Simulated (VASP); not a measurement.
Write the native input for VASP 6.6.1 that does the following.

| Item | Value |
| --- | --- |
| Task | single point |
| Functional | r2SCAN |
| Potentials or basis | VASP PAW PBE potentials, release 64 (Eu) |
| Cutoff | 520 eV |
| k mesh | 10 × 10 × 10 |
| Occupations | methfessel-paxton, width 0.6 eV |
| Spin | collinear spin, ferromagnetic start |
| Starting moments | [7.31] μB |
| Dipole correction | no |
| Further INCAR settings | ALGO = Normal; EDIFF = 1e-06; NBANDS = 18 |

Eu:

```
Eu
1.0
    -2.22747    2.22747    2.22747
     2.22747   -2.22747    2.22747
     2.22747    2.22747   -2.22747
Eu
1
Direct
  0.00000 0.00000 0.00000
```

These files were run (other wordings do the same):

POSCAR

```
Eu
1.0
   -2.2274745855      2.2274745855      2.2274745855
    2.2274745855     -2.2274745855      2.2274745855
    2.2274745855      2.2274745855     -2.2274745855
Eu
1
Direct
    0.0000000000      0.0000000000      0.0000000000
```

INCAR.step1

```
ALGO = Normal
EDIFF = 1E-4
ENCUT = 520
GGA = PE
ISMEAR = 1
ISPIN = 2
LASPH = True
LCHARG = False
LMAXMIX = 6
LREAL = False
LWAVE = True
MAGMOM = 7.31
NBANDS = 18
NELM = 150
PREC = Accurate
SIGMA = 0.6
```

INCAR.step2

```
ALGO = Normal
EDIFF = 1E-6
ENCUT = 520
ISIF = 2
ISMEAR = 1
ISPIN = 2
ISTART = 1
LASPH = True
LCHARG = False
LMAXMIX = 6
LMIXTAU = True
LORBIT = 11
LREAL = False
LWAVE = False
MAGMOM = 7.31
METAGGA = R2SCAN
NBANDS = 18
NELM = 150
PREC = Accurate
SIGMA = 0.6
```

KPOINTS

```
k-points
0
Gamma
  10 10 10
```

Potentials or basis: VASP PAW PBE potentials, release 64 (Eu).

Run with:

```bash
$ cat potpaw_PBE.64/Eu/POTCAR > POTCAR
$ cp INCAR.step1 INCAR
$ mpirun -np 1 vasp_std > vasp.out
$ cp INCAR.step2 INCAR
$ mpirun -np 1 vasp_std > vasp.out
```

It gave:

```yaml
Pressure: -0.6 GPa
Net_moment: 7.91 μB per cell
Site_moments: Eu +6.73 μB
Valence_electrons_inside_the_program's_atomic_spheres: Eu 14.79
```

Caveat: the PAW data sets were made with another functional, which shifts forces and pressure a little.

Wall time 15 min on 1 thread of AMD EPYC 9755 128-Core Processor, on a shared host, peak memory 0.21 GiB.
